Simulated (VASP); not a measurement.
# GaP (b) (F-43m) in VASP: single point with PBE

Aim: the single point of GaP (b) with PBE.

Program: VASP 6.6.1. These are calculated values, not measurements. Logs are shortened: lines on timing, memory, paths and dates and some standing lists are left out, and cuts for length are marked.

## 1. The cell of the first run

The structure is cubic, space group F-43m (No. 216). The conventional cell has a = 5.452 Å, b = 5.452 Å, c = 5.452 Å, α = 90.00°, β = 90.00°, γ = 90.00°. Ga (site symmetry -43m) has 4 P at 2.36 Å within 3.1 Å. Within 3.1 Å of P (site symmetry -43m) lie 4 Ga at 2.36 Å.

## 2. Single point, PBE

INCAR reads:

```
PREC     = Accurate       # precision mode
ENCUT    = 500            # plane-wave cutoff, eV
EDIFF    = 1E-6           # SCF threshold, eV
ISMEAR   = 0              # smearing method
SIGMA    = 0.1            # smearing width, eV
LREAL    = F              # projectors in reciprocal space
LASPH    = T              # aspherical terms in the spheres
NELM     = 120            # most SCF steps
ALGO     = Normal         # electronic algorithm
ISIF     = 2              # what is computed and relaxed
LWAVE    = F              # write WAVECAR
LCHARG   = T              # write CHGCAR
GGA      = PE             # functional
LELF     = T              # ELF
LVHAR    = T            
NBANDS   = 16             # bands
GGA_COMPAT= F
```

KPOINTS reads:

```
Automatic mesh
0
Gamma
  6 6 6
```

POSCAR reads:

```
GaP
1.0
    0.0000000000      2.7258124900      2.7258124900
    2.7258124900      0.0000000000      2.7258124900
    2.7258124900      2.7258124900      0.0000000000
Ga P
1 1
Direct
    0.0000000000      0.0000000000      0.0000000000
    0.2500000000      0.2500000000      0.2500000000
```

Potentials or basis: VASP PAW PBE potentials, release 64 (Ga_d, P).

Command:

```sh
cat potpaw_PBE.64/Ga_d/POTCAR potpaw_PBE.64/P/POTCAR > POTCAR
mpirun -np 1 vasp_std > vasp.out
```

OUTCAR:

```text
PREC = Accurate
   ENCUT = 500
   EDIFF = 1E-6
   ISMEAR = 0
   LREAL = F
   LASPH = T
   NELM = 120
   ISIF = 2
   GGA = PE

 ion  position               nearest neighbor table
   1  0.000  0.000  0.000-   2 2.36   2 2.36   2 2.36   2 2.36
   2  0.250  0.250  0.250-   1 2.36   1 2.36   1 2.36   1 2.36

  LATTYP: Found a face centered cubic cell.
 ALAT       =     5.4516249800

  Lattice vectors:

 A1 = (   0.0000000000,   2.7258124900,   2.7258124900)
 A2 = (   2.7258124900,   0.0000000000,   2.7258124900)
 A3 = (   2.7258124900,   2.7258124900,   0.0000000000)

Analysis of symmetry for initial positions (statically):
=====================================================================
 Subroutine PRICEL returns:
 Original cell was already a primitive cell.

 Routine SETGRP: Setting up the symmetry group for a
 face centered cubic supercell.

 Subroutine GETGRP returns: Found 24 space group operations
 (whereof 24 operations were pure point group operations)
 out of a pool of 48 trial point group operations.

The static configuration has the point symmetry T_d .

Analysis of symmetry for dynamics (positions and initial velocities):
=====================================================================
 Subroutine PRICEL returns:
 Original cell was already a primitive cell.

 Routine SETGRP: Setting up the symmetry group for a
 face centered cubic supercell.

 Subroutine GETGRP returns: Found 24 space group operations
 (whereof 24 operations were pure point group operations)
 out of a pool of 48 trial point group operations.

The dynamic configuration has the point symmetry T_d .

 Subroutine INISYM returns: Found 24 space group operations
 (whereof 24 operations are pure point group operations),
 and found     1 'primitive' translations

----------------------------------------------------------------------------------------

                                     Primitive cell

  volume of cell :      40.5059

  direct lattice vectors                    reciprocal lattice vectors
     0.000000000  2.725812490  2.725812490    -0.183431546  0.183431546  0.183431546
     2.725812490  0.000000000  2.725812490     0.183431546 -0.183431546  0.183431546
     2.725812490  2.725812490  0.000000000     0.183431546  0.183431546 -0.183431546

  length of vectors
     3.854880992  3.854880992  3.854880992     0.317712758  0.317712758  0.317712758

  position of ions in fractional coordinates (direct lattice)
     0.000000000  0.000000000  0.000000000
     0.250000000  0.250000000  0.250000000

  ion indices of the primitive-cell ions
   primitive index   ion index
                 1           1
                 2           2

----------------------------------------------------------------------------------------

 KPOINTS: Automatic mesh

Automatic generation of k-mesh.
 Grid dimensions read from file:
 generate k-points for:    6    6    6

 Generating k-lattice:

  Cartesian coordinates                     Fractional coordinates (reciprocal lattice)
    -0.030571924  0.030571924  0.030571924     0.166666667  0.000000000  0.000000000
     0.030571924 -0.030571924  0.030571924     0.000000000  0.166666667  0.000000000
     0.030571924  0.030571924 -0.030571924     0.000000000  0.000000000  0.166666667

  Length of vectors
     0.052952126  0.052952126  0.052952126

  Shift w.r.t. Gamma in fractional coordinates (k-lattice)
     0.000000000  0.000000000  0.000000000

 Subroutine IBZKPT returns following result:
 ===========================================

 Found     16 irreducible k-points:

 Following reciprocal coordinates:
            Coordinates               Weight
  0.000000  0.000000  0.000000      1.000000
  0.166667  0.000000  0.000000      8.000000
  0.333333  0.000000  0.000000      8.000000
  0.500000  0.000000  0.000000      4.000000
  0.166667  0.166667  0.000000      6.000000
  0.333333  0.166667  0.000000     24.000000
[... 8 lines left out ...]
 -0.333333  0.333333  0.166667     24.000000
 -0.333333  0.500000  0.166667     12.000000
   k-points           NKPTS =     16   k-points in BZ     NKDIM =     16   number of bands    NBANDS=     16
   number of dos      NEDOS =    301   number of ions     NIONS =      2
   total plane-waves  NPLWV =  21952
   dimension x,y,z NGX =    28 NGY =   28 NGZ =   28
   dimension x,y,z NGXF=    56 NGYF=   56 NGZF=   56
   ions per type =               1   1
   NGX,Y,Z   is equivalent  to a cutoff of  12.08, 12.08, 12.08 a.u.
   NGXF,Y,Z  is equivalent  to a cutoff of  24.15, 24.15, 24.15 a.u.
 SYSTEM =  unknown system
   PREC   = accura    normal or accurate (medium, high low for compatibility)
   ISTART =      0    job   : 0-new  1-cont  2-samecut
   ICHARG =      2    charge: 1-file 2-atom 10-const
   ISPIN  =      1    spin polarized calculation?
   LNONCOLLINEAR =      F non collinear calculations
   LSORBIT =      F    spin-orbit coupling
   LASPH  =      T    aspherical Exc in radial PAW
   ENCUT  =  500.0 eV  36.75 Ry    6.06 a.u.   7.03  7.03  7.03*2*pi/ulx,y,z
   NELM   =    120;   NELMIN=  2; NELMDL= -5     # of ELM steps
   EDIFF  = 0.1E-05   stopping-criterion for ELM
   LREAL  =      F    real-space projection
   EDIFFG = 0.1E-04   stopping-criterion for IOM
   NSW    =      0    number of steps for IOM
   IBRION =     -1    ionic relax: 0-MD 1-quasi-New 2-CG
   NFREE  =      0    steps in history (QN), initial steepest desc. (CG)
   ISIF   =      2    stress and relaxation
   ISYM   =      2    0-nonsym 1-usesym 2-fastsym
   POTIM  = 0.5000    time-step for ionic-motion
   TEBEG  =    0.0;   TEEND  =   0.0 temperature during run
   PSTRESS=    0.0 pullay stress
   NELECT =      18.0000    total number of electrons
   NUPDOWN=      -1.0000    fix difference up-down
   EMIN   =  10.00;   EMAX   =-10.00  energy-range for DOS
   EFERMI =   0.00;   METHOD = LEGACY
   ISMEAR =     0;   SIGMA  =   0.10  broadening in eV -4-tet -1-fermi 0-gaus
   EFERMI_NEDOS =   21; number of points for ismear=-14 and -15
   IALGO  =     38    algorithm
   IMIX   =      4    mixing-type and parameters
     AMIX     =   0.40;   BMIX     =  1.00
     AMIX_MAG =   1.60;   BMIX_MAG =  1.00
  volume/ion in A,a.u.               =      20.25       136.67
  Fermi-wavevector in a.u.,A,eV,Ry     =   1.249280  2.360796 21.234610  1.560700
  Thomas-Fermi vector in A             =   2.383328
   LORBIT       =      0    0 simple, 1 ext, 2 COOP (PROOUT), +10 PAW based schemes
   GGA     = PE    functional components
   LHFCALC =     F    Hartree Fock is set to
   AEXX    =    0.0000 exact exchange contribution
   IVDW    =     0    specifies the selected vdW correction
   LEPSILON=     F    determine dielectric tensor
   LRPA    =     F    only Hartree local field effects (RPA)
 non-spin polarized calculation
 Gauss-broadening in eV      SIGMA  =   0.10
  energy-cutoff  :      500.00
  volume of cell :       40.51
 maximum number of plane-waves:      1056
   NGX = 13   NGY = 13   NGZ = 13

 number of electron      18.0000016 magnetization

 Free energy of the ion-electron system (eV)
  ---------------------------------------------------
  ext. energy  EPLUGINS =         0.00000000
  ---------------------------------------------------
  free energy    TOTEN  =        -9.10266227 eV

  energy without entropy =       -9.10266227  energy(sigma->0) =       -9.10266227

 E-fermi :   5.0619     XC(G=0):  -9.8273

 val. band max:        4.6524553385   @ k =   0.0000   0.0000   0.0000
 cond. band min:       6.3047381870   @ k =   0.5000   0.5000   0.0000
 fundamental gap:      1.6522828485
 Fermi energy:         5.0618727727

 k-point     1 :       0.0000    0.0000    0.0000
  band No.  band energies     occupation
      1      -9.9045      2.00000
      2      -9.9045      2.00000
      3      -9.9045      2.00000
      4      -9.8052      2.00000
      5      -9.8052      2.00000
      6      -7.8359      2.00000
[... 8 lines left out ...]
     15      14.4357      0.00000
     16      14.4357      0.00000

 k-point     2 :       0.1667    0.0000    0.0000
  band No.  band energies     occupation
      1      -9.9272      2.00000
      2      -9.8967      2.00000
      3      -9.8967      2.00000
      4      -9.8050      2.00000
      5      -9.8050      2.00000
      6      -7.4800      2.00000
[... 8 lines left out ...]
     15      13.6172      0.00000
     16      14.7046      0.00000

 k-point     3 :       0.3333    0.0000    0.0000
  band No.  band energies     occupation
      1      -9.9674      2.00000
      2      -9.8841      2.00000
      3      -9.8841      2.00000
      4      -9.8015      2.00000
      5      -9.8015      2.00000
      6      -6.5336      2.00000
[... 8 lines left out ...]
     15      14.2960      0.00000
     16      14.3499      0.00000

 k-point     4 :       0.5000    0.0000    0.0000
  band No.  band energies     occupation
      1      -9.9856      2.00000
      2      -9.8798      2.00000
      3      -9.8798      2.00000
      4      -9.7978      2.00000
      5      -9.7978      2.00000
      6      -5.7712      2.00000
[... 8 lines left out ...]
     15      16.3353      0.00000
     16      16.3353      0.00000

 k-point     5 :       0.1667    0.1667    0.0000
  band No.  band energies     occupation
      1      -9.9410      2.00000
      2      -9.8888      2.00000
      3      -9.8888      2.00000
      4      -9.8125      2.00000
      5      -9.7997      2.00000
      6      -7.3619      2.00000
[... 8 lines left out ...]
     15      14.8675      0.00000
     16      15.5165      0.00000

 k-point     6 :       0.3333    0.1667    0.0000
  band No.  band energies     occupation
      1      -9.9714      2.00000
      2      -9.8778      2.00000
      3      -9.8744      2.00000
      4      -9.8161      2.00000
      5      -9.7953      2.00000
      6      -6.6005      2.00000
[... 8 lines left out ...]
     15      15.3822      0.00000
     16      16.3038      0.00000

 k-point     7 :       0.5000    0.1667    0.0000
  band No.  band energies     occupation
      1      -9.9889      2.00000
      2      -9.8748      2.00000
      3      -9.8686      2.00000
      4      -9.8092      2.00000
      5      -9.7955      2.00000
      6      -5.6296      2.00000
[... 8 lines left out ...]
     15      16.3528      0.00000
     16      16.9347      0.00000

 k-point     8 :      -0.3333    0.1667    0.0000
  band No.  band energies     occupation
      1      -9.9815      2.00000
      2      -9.8768      2.00000
      3      -9.8734      2.00000
      4      -9.8041      2.00000
      5      -9.8019      2.00000
      6      -5.9146      2.00000
[... 8 lines left out ...]
     15      15.4486      0.00000
     16      17.0853      0.00000

 k-point     9 :      -0.1667    0.1667    0.0000
  band No.  band energies     occupation
      1      -9.9541      2.00000
      2      -9.8874      2.00000
      3      -9.8840      2.00000
      4      -9.8088      2.00000
      5      -9.8011      2.00000
      6      -6.9203      2.00000
[... 8 lines left out ...]
     15      14.9080      0.00000
     16      16.2961      0.00000

 k-point    10 :       0.3333    0.3333    0.0000
  band No.  band energies     occupation
      1      -9.9978      2.00000
      2      -9.8563      2.00000
      3      -9.8563      2.00000
      4      -9.8307      2.00000
      5      -9.7889      2.00000
      6      -6.0715      2.00000
[... 8 lines left out ...]
     15      16.0516      0.00000
     16      19.0909      0.00000

 k-point    11 :       0.5000    0.3333    0.0000
  band No.  band energies     occupation
      1     -10.0083      2.00000
      2      -9.8542      2.00000
      3      -9.8482      2.00000
      4      -9.8297      2.00000
      5      -9.7886      2.00000
      6      -5.2118      2.00000
[... 8 lines left out ...]
     15      16.5730      0.00000
     16      17.9220      0.00000

 k-point    12 :      -0.3333    0.3333    0.0000
  band No.  band energies     occupation
      1      -9.9975      2.00000
      2      -9.8662      2.00000
      3      -9.8549      2.00000
      4      -9.8160      2.00000
      5      -9.7982      2.00000
      6      -5.1094      2.00000
[... 8 lines left out ...]
     15      14.2358      0.00000
     16      19.7025      0.00000

 k-point    13 :       0.5000    0.5000    0.0000
  band No.  band energies     occupation
      1     -10.0215      2.00000
      2      -9.8408      2.00000
      3      -9.8394      2.00000
      4      -9.8394      2.00000
      5      -9.7835      2.00000
      6      -4.8717      2.00000
[... 8 lines left out ...]
     15      17.0471      0.00000
     16      17.6469      0.00000

 k-point    14 :       0.5000    0.3333    0.1667
  band No.  band energies     occupation
      1      -9.9908      2.00000
      2      -9.8702      2.00000
      3      -9.8592      2.00000
      4      -9.8192      2.00000
      5      -9.7943      2.00000
      6      -5.7583      2.00000
[... 8 lines left out ...]
     15      16.4679      0.00000
     16      17.9176      0.00000

 k-point    15 :      -0.3333    0.3333    0.1667
  band No.  band energies     occupation
      1      -9.9969      2.00000
      2      -9.8702      2.00000
      3      -9.8525      2.00000
      4      -9.8158      2.00000
      5      -9.7975      2.00000
      6      -5.1071      2.00000
[... 8 lines left out ...]
     15      17.1213      0.00000
     16      17.4269      0.00000

 k-point    16 :      -0.3333    0.5000    0.1667
  band No.  band energies     occupation
      1     -10.0077      2.00000
      2      -9.8589      2.00000
      3      -9.8445      2.00000
      4      -9.8256      2.00000
      5      -9.7920      2.00000
      6      -4.8033      2.00000
[... 8 lines left out ...]
     15      16.5536      0.00000
     16      18.2533      0.00000

------------------------ aborting loop because EDIFF is reached ----------------------------------------

  FORCE on cell =-STRESS in cart. coord.  units (eV):
  Direction    XX          YY          ZZ          XY          YZ          ZX
  --------------------------------------------------------------------------------------
  -------------------------------------------------------------------------------------
  Total        0.6031316      0.6031316      0.6031316      0.0000000      0.0000000     -0.0000000
  in kB       23.8563915     23.8563915     23.8563915      0.0000000      0.0000000     -0.0000000
  external PRESSURE =      23.8563915 kB  Pullay stress =       0.0000000 kB

 VOLUME and BASIS-vectors are now :
 -----------------------------------------------------------------------------
  energy-cutoff  :      500.00
  volume of cell :       40.51
      direct lattice vectors                 reciprocal lattice vectors
     0.000000000  2.725812490  2.725812490    -0.183431546  0.183431546  0.183431546
     2.725812490  0.000000000  2.725812490     0.183431546 -0.183431546  0.183431546
     2.725812490  2.725812490  0.000000000     0.183431546  0.183431546 -0.183431546

 POSITION                                       TOTAL-FORCE (eV/Angst)
 -----------------------------------------------------------------------------------
      0.00000      0.00000      0.00000        -0.000000     -0.000000      0.000000
      1.36291      1.36291      1.36291         0.000000      0.000000     -0.000000
 -----------------------------------------------------------------------------------
    total drift:                                0.000001      0.000001      0.000001

  FREE ENERGIE OF THE ION-ELECTRON SYSTEM (eV)
  ---------------------------------------------------
  free  energy   TOTEN  =        -9.1026622652 eV

  energy  without entropy=       -9.1026622652  energy(sigma->0) =       -9.10266227
```

Run time: 6.1 s. Hardware: 1 thread of Intel Xeon 6975P-C (Granite Rapids), shared host; peak memory 0.15 GiB.

What came out:

| Quantity | Value |
| --- | --- |
| Free energy | -9.1027 eV |
| Pressure | 2.4 GPa |
| Band gap on the k mesh | 1.65 eV, indirect (least direct gap 1.82 eV) |

Levels at points of the mesh, in eV from the valence-band top:
| k point | band 7 | band 8 | band 9 | band 10 | band 11 | band 12 |
| --- | --- | --- | --- | --- | --- | --- |
| (0.00, 0.00, 0.00) | 0.00 | 0.00 | 0.00 | 1.82 | 3.89 | 3.89 |
| (0.50, 0.00, 0.00) | -6.63 | -1.12 | -1.12 | 1.67 | 4.72 | 4.72 |
| (0.50, 0.50, 0.00) | -6.75 | -2.68 | -2.68 | 1.65 | 1.82 | 10.59 |

A k mesh can miss the band edges. Expect the measured gap to be larger: semilocal functionals such as PBE lack the derivative discontinuity.
